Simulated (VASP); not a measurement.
# Al (P6_3/mmc) in VASP: single point with r2SCAN

Aim: the single point of Al with r2SCAN.

All numbers are computed with VASP 6.6.1; they aren't measurements. Logs are shortened: lines on timing, memory, paths and dates and some standing lists are left out, and cuts for length are marked.

### 1 The cell of the first run

The structure is hexagonal, space group P6_3/mmc (No. 194). Conventional cell: a = 2.812 Å, b = 2.812 Å, c = 4.867 Å, α = 90.00°, β = 90.00°, γ = 120.00°. Within 3.7 Å of Al (site symmetry -6m2) lie 12 Al at 2.81 to 2.93 Å.

### 2 Single point, r2SCAN

POSCAR reads:

```
Al
1.0
    2.8124553500      0.0000000000      0.0000000000
   -1.4062276800      2.4356577800      0.0000000000
    0.0000000000      0.0000000000      4.8668500000
Al
2
Direct
    0.6666666700      0.3333333300      0.7500000000
    0.3333333300      0.6666666700      0.2500000000
```

INCAR.step1 reads:

```
SYSTEM = Al
ALGO = Normal ; EDIFF = 1E-4
ENCUT = 520 ; GGA = PE
ISMEAR = -1 ; LASPH = .True.
LCHARG = .False. ; LREAL = .False.
LWAVE = .True. ; NBANDS = 10
NELM = 60 ; PREC = Accurate
SIGMA = 0.15
```

INCAR.step2 reads:

```
SYSTEM = Al
ALGO = Normal ; EDIFF = 1E-7
ENCUT = 520 ; ISIF = 2
ISMEAR = -1 ; ISTART = 1
LASPH = .True. ; LCHARG = .False.
LMIXTAU = .True. ; LREAL = .False.
LWAVE = .False. ; METAGGA = R2SCAN
NBANDS = 10 ; NELM = 60
PREC = Accurate ; SIGMA = 0.15
```

KPOINTS reads:

```
k-points
0
Gamma
  9 9 5
  0 0 0
```

Potentials or basis: VASP PAW PBE potentials, release 64 (Al).

Command:

```bash
> cat potpaw_PBE.64/Al/POTCAR > POTCAR
> cp INCAR.step1 INCAR
> mpirun -np 1 vasp_std > vasp.out
> cp INCAR.step2 INCAR
> mpirun -np 1 vasp_std > vasp.out
```

OUTCAR:

```text
SYSTEM = Al
   EDIFF = 1E-7
   ENCUT = 520
   ISIF = 2
   ISMEAR = -1
   ISTART = 1
   LASPH = .True.
   LREAL = .False.
   METAGGA = R2SCAN
   NELM = 60
   PREC = Accurate

 ion  position               nearest neighbor table
   1  0.667  0.333  0.750-   2 2.93   2 2.93   2 2.93   2 2.93   2 2.93   2 2.93
   2  0.333  0.667  0.250-   1 2.93   1 2.93   1 2.93   1 2.93   1 2.93   1 2.93

  LATTYP: Found a hexagonal cell.
 ALAT       =     2.8124553500
 C/A-ratio  =     1.7304630276

  Lattice vectors:

 A1 = (   2.8124553500,   0.0000000000,   0.0000000000)
 A2 = (  -1.4062276800,   2.4356577800,   0.0000000000)
 A3 = (   0.0000000000,   0.0000000000,   4.8668500000)

Analysis of symmetry for initial positions (statically):
=====================================================================
 Subroutine PRICEL returns:
 Original cell was already a primitive cell.

 Routine SETGRP: Setting up the symmetry group for a
 hexagonal supercell.

 Subroutine GETGRP returns: Found 24 space group operations
 (whereof 12 operations were pure point group operations)
 out of a pool of 24 trial point group operations.

The static configuration has the point symmetry D_3d.
 The point group associated with its full space group is D_6h.

Analysis of symmetry for dynamics (positions and initial velocities):
=====================================================================
 Subroutine PRICEL returns:
 Original cell was already a primitive cell.

 Routine SETGRP: Setting up the symmetry group for a
 hexagonal supercell.

 Subroutine GETGRP returns: Found 24 space group operations
 (whereof 12 operations were pure point group operations)
 out of a pool of 24 trial point group operations.

The dynamic configuration has the point symmetry D_3d.
 The point group associated with its full space group is D_6h.

 Subroutine INISYM returns: Found 24 space group operations
 (whereof 12 operations are pure point group operations),
 and found     1 'primitive' translations

----------------------------------------------------------------------------------------

                                     Primitive cell

  volume of cell :      33.3388

  direct lattice vectors                    reciprocal lattice vectors
     2.812455350  0.000000000  0.000000000     0.355561200  0.205283355  0.000000000
    -1.406227680  2.435657780  0.000000000     0.000000000  0.410566709  0.000000000
     0.000000000  0.000000000  4.866850000     0.000000000  0.000000000  0.205471712

  length of vectors
     2.812455350  2.812455352  4.866850000     0.410566710  0.410566709  0.205471712

  position of ions in fractional coordinates (direct lattice)
     0.666666670  0.333333330  0.750000000
     0.333333330  0.666666670  0.250000000

  ion indices of the primitive-cell ions
   primitive index   ion index
                 1           1
                 2           2

----------------------------------------------------------------------------------------

 KPOINTS: k-points

Automatic generation of k-mesh.
 Grid dimensions read from file:
 generate k-points for:    9    9    5

 Generating k-lattice:

  Cartesian coordinates                     Fractional coordinates (reciprocal lattice)
     0.039506800  0.022809262  0.000000000     0.111111111  0.000000000  0.000000000
     0.000000000  0.045618523  0.000000000     0.000000000  0.111111111  0.000000000
     0.000000000  0.000000000  0.041094342     0.000000000  0.000000000  0.200000000

  Length of vectors
     0.045618523  0.045618523  0.041094342

  Shift w.r.t. Gamma in fractional coordinates (k-lattice)
     0.000000000  0.000000000  0.000000000

 Subroutine IBZKPT returns following result:
 ===========================================

 Found     36 irreducible k-points:

 Following reciprocal coordinates:
            Coordinates               Weight
  0.000000  0.000000  0.000000      1.000000
  0.111111  0.000000  0.000000      6.000000
  0.222222  0.000000  0.000000      6.000000
  0.333333  0.000000  0.000000      6.000000
  0.444444  0.000000  0.000000      6.000000
  0.111111  0.111111  0.000000      6.000000
[... 16 lines left out ...]
  0.333333  0.222222  0.200000     24.000000
  0.333333  0.333333  0.200000      4.000000
 [... further k-points ...]
   k-points           NKPTS =     36   k-points in BZ     NKDIM =     36   number of bands    NBANDS=     10
   number of dos      NEDOS =    301   number of ions     NIONS =      2
   total plane-waves  NPLWV =  20736
   dimension x,y,z NGX =    24 NGY =   24 NGZ =   36
   dimension x,y,z NGXF=    48 NGYF=   48 NGZF=   72
   ions per type =               2
   NGX,Y,Z   is equivalent  to a cutoff of  14.19, 14.19, 12.30 a.u.
   NGXF,Y,Z  is equivalent  to a cutoff of  28.37, 28.37, 24.59 a.u.
 SYSTEM =  Al
   PREC   = accura    normal or accurate (medium, high low for compatibility)
   ISTART =      1    job   : 0-new  1-cont  2-samecut
   ICHARG =      0    charge: 1-file 2-atom 10-const
   ISPIN  =      1    spin polarized calculation?
   LNONCOLLINEAR =      F non collinear calculations
   LSORBIT =      F    spin-orbit coupling
   LASPH  =      T    aspherical Exc in radial PAW
   ENCUT  =  520.0 eV  38.22 Ry    6.18 a.u.   5.23  5.23  9.05*2*pi/ulx,y,z
   NELM   =     60;   NELMIN=  2; NELMDL=  0     # of ELM steps
   EDIFF  = 0.1E-06   stopping-criterion for ELM
   LREAL  =      F    real-space projection
   EDIFFG = 0.1E-05   stopping-criterion for IOM
   NSW    =      0    number of steps for IOM
   IBRION =     -1    ionic relax: 0-MD 1-quasi-New 2-CG
   NFREE  =      0    steps in history (QN), initial steepest desc. (CG)
   ISIF   =      2    stress and relaxation
   ISYM   =      2    0-nonsym 1-usesym 2-fastsym
   POTIM  = 0.5000    time-step for ionic-motion
   TEBEG  =    0.0;   TEEND  =   0.0 temperature during run
   PSTRESS=    0.0 pullay stress
   NELECT =       6.0000    total number of electrons
   NUPDOWN=      -1.0000    fix difference up-down
   EMIN   =  10.00;   EMAX   =-10.00  energy-range for DOS
   EFERMI =   0.00;   METHOD = LEGACY
   ISMEAR =    -1;   SIGMA  =   0.15  broadening in eV -4-tet -1-fermi 0-gaus
   EFERMI_NEDOS =   21; number of points for ismear=-14 and -15
   IALGO  =     38    algorithm
   IMIX   =      4    mixing-type and parameters
     AMIX     =   0.40;   BMIX     =  1.00
     AMIX_MAG =   1.60;   BMIX_MAG =  1.00
  volume/ion in A,a.u.               =      16.67       112.49
  Fermi-wavevector in a.u.,A,eV,Ry     =   0.924291  1.746656 11.623640  0.854313
  Thomas-Fermi vector in A             =   2.050021
   LORBIT       =      0    0 simple, 1 ext, 2 COOP (PROOUT), +10 PAW based schemes
   METAGGA = R2SCAN    functional components
   LHFCALC =     F    Hartree Fock is set to
   AEXX    =    0.0000 exact exchange contribution
   IVDW    =     0    specifies the selected vdW correction
   LEPSILON=     F    determine dielectric tensor
   LRPA    =     F    only Hartree local field effects (RPA)
 non-spin polarized calculation
  energy-cutoff  :      520.00
  volume of cell :       33.34
 maximum number of plane-waves:       917
 NGX is ok and might be reduce to    24
   NGX = 11   NGY = 11   NGZ = 19

 number of electron       6.0000000 magnetization

 Free energy of the ion-electron system (eV)
  ---------------------------------------------------
  ext. energy  EPLUGINS =         0.00000000
  ---------------------------------------------------
  free energy    TOTEN  =       -13.42351411 eV

  energy without entropy =      -13.37670001  energy(sigma->0) =      -13.40010706

 E-fermi :   7.9222     XC(G=0): -10.8756

 val. band max:        7.8218897827   @ k =   0.3333   0.0000   0.0000
 cond. band min:       8.0022782641   @ k =   0.3333   0.2222   0.2000
 fundamental gap:      0.1803884814
 Fermi energy:         7.9222173294

 k-point     1 :       0.0000    0.0000    0.0000
  band No.  band energies     occupation
      1      -3.8673      2.00000
      2       2.6378      2.00000
      3       2.6590      2.00000
      4      19.6934      0.00000
      5      20.1580      0.00000
      6      20.1580      0.00000
      7      20.2684      0.00000
      8      20.2684      0.00000
      9      21.2546      0.00000
     10      23.6579      0.00000

 k-point     2 :       0.1111    0.0000    0.0000
  band No.  band energies     occupation
      1      -3.5398      2.00000
      2       2.9461      2.00000
      3       2.9756      2.00000
      4      15.9935      0.00000
      5      18.0005      0.00000
      6      19.0522      0.00000
      7      20.4919      0.00000
      8      21.3605      0.00000
      9      22.3268      0.00000
     10      22.4324      0.00000

 k-point     3 :       0.2222    0.0000    0.0000
  band No.  band energies     occupation
      1      -2.5620      2.00000
      2       3.8710      2.00000
      3       3.9081      2.00000
      4      11.6223      0.00000
      5      16.3385      0.00000
      6      16.6962      0.00000
      7      17.7282      0.00000
      8      18.5018      0.00000
      9      21.6210      0.00000
     10      21.8592      0.00000

 k-point     4 :       0.3333    0.0000    0.0000
  band No.  band energies     occupation
      1      -0.9477      2.00000
      2       5.3175      2.00000
      3       5.4110      2.00000
      4       7.8219      1.32249
      5      13.4949      0.00000
      6      13.7879      0.00000
      7      15.2324      0.00000
      8      17.1041      0.00000
      9      20.6740      0.00000
     10      21.1725      0.00000

 k-point     5 :       0.4444    0.0000    0.0000
  band No.  band energies     occupation
      1       1.2777      2.00000
      2       4.0405      2.00000
      3       7.5427      1.85245
      4       7.7798      1.44189
      5      10.4342      0.00000
      6      10.4850      0.00000
      7      14.6803      0.00000
      8      16.4329      0.00000
      9      20.1979      0.00000
     10      20.5468      0.00000

 k-point     6 :       0.1111    0.1111    0.0000
  band No.  band energies     occupation
      1      -2.8872      2.00000
      2       3.5627      2.00000
      3       3.6009      2.00000
      4      13.8219      0.00000
      5      14.1112      0.00000
      6      19.3437      0.00000
      7      19.5624      0.00000
      8      19.6627      0.00000
      9      20.8849      0.00000
     10      20.9636      0.00000
[... 183 lines left out ...]
 k-point    21 :       0.4444    0.1111    0.2000
  band No.  band energies     occupation
      1       3.0626      2.00000
      2       3.0972      2.00000
      3       6.9508      1.99692
      4       6.9618      1.99669
      5      10.9995      0.00000
      6      11.8347      0.00000
      7      12.8306      0.00000
      8      15.4605      0.00000
      9      19.7152      0.00000
     10      19.9122      0.00000

 k-point    22 :       0.2222    0.2222    0.2000
  band No.  band energies     occupation
      1       0.2700      2.00000
      2       4.0655      2.00000
      3       8.3146      0.13629
      4       8.6063      0.02069
      5       9.6469      0.00002
      6      12.5941      0.00000
      7      12.8160      0.00000
      8      17.3461      0.00000
      9      17.5942      0.00000
     10      20.4740      0.00000

 k-point    23 :       0.3333    0.2222    0.2000
  band No.  band energies     occupation
      1       2.4712      2.00000
      2       5.1021      2.00000
      3       6.3984      1.99992
      4       8.0023      0.73929
      5       9.2263      0.00034
      6      11.2381      0.00000
      7      12.4123      0.00000
      8      14.4075      0.00000
      9      16.9246      0.00000
     10      22.2911      0.00000

 k-point    24 :       0.3333    0.3333    0.2000
  band No.  band energies     occupation
      1       4.8983      2.00000
      2       4.8983      2.00000
      3       4.9272      2.00000
      4       8.5830      0.02414
      5       9.0582      0.00103
      6       9.0582      0.00103
      7      13.9918      0.00000
      8      14.1016      0.00000
      9      14.1016      0.00000
     10      24.4882      0.00000

 [... further k-points ...]
[... 5 lines left out ...]
  --------------------------------------------------------------------------------------
  -------------------------------------------------------------------------------------
  Total       -0.5740665     -0.5740665     -0.7723023      0.0000000      0.0000000      0.0000000
  in kB      -27.5881707    -27.5881707    -37.1148807      0.0000001      0.0000000      0.0000000
  external PRESSURE =     -30.7637407 kB  Pullay stress =       0.0000000 kB

 VOLUME and BASIS-vectors are now :
 -----------------------------------------------------------------------------
  energy-cutoff  :      520.00
  volume of cell :       33.34
      direct lattice vectors                 reciprocal lattice vectors
     2.812455350  0.000000000  0.000000000     0.355561200  0.205283355  0.000000000
    -1.406227680  2.435657780  0.000000000     0.000000000  0.410566709  0.000000000
     0.000000000  0.000000000  4.866850000     0.000000000  0.000000000  0.205471712

 POSITION                                       TOTAL-FORCE (eV/Angst)
 -----------------------------------------------------------------------------------
      1.40623      0.81189      3.65014        -0.000000      0.000000      0.000000
     -0.00000      1.62377      1.21671         0.000000     -0.000000      0.000000
 -----------------------------------------------------------------------------------
    total drift:                                0.000000     -0.000000     -0.000000

  FREE ENERGIE OF THE ION-ELECTRON SYSTEM (eV)
  ---------------------------------------------------
  free  energy   TOTEN  =       -13.4235141117 eV

  energy  without entropy=      -13.3767000130  energy(sigma->0) =      -13.40010706
```

Wall time 90 s (1 thread of AMD EPYC 7R13, shared host); peak memory 0.12 GiB.

Results:

* Free energy: -13.4235 eV
* Pressure: -3.1 GPa
* Band gap on the k mesh: zero (band 3 reaches 10.21 eV, above the bottom of band 4 at 5.34 eV)

Caveat: the PAW data sets were made with another functional, which shifts forces and pressure a little.
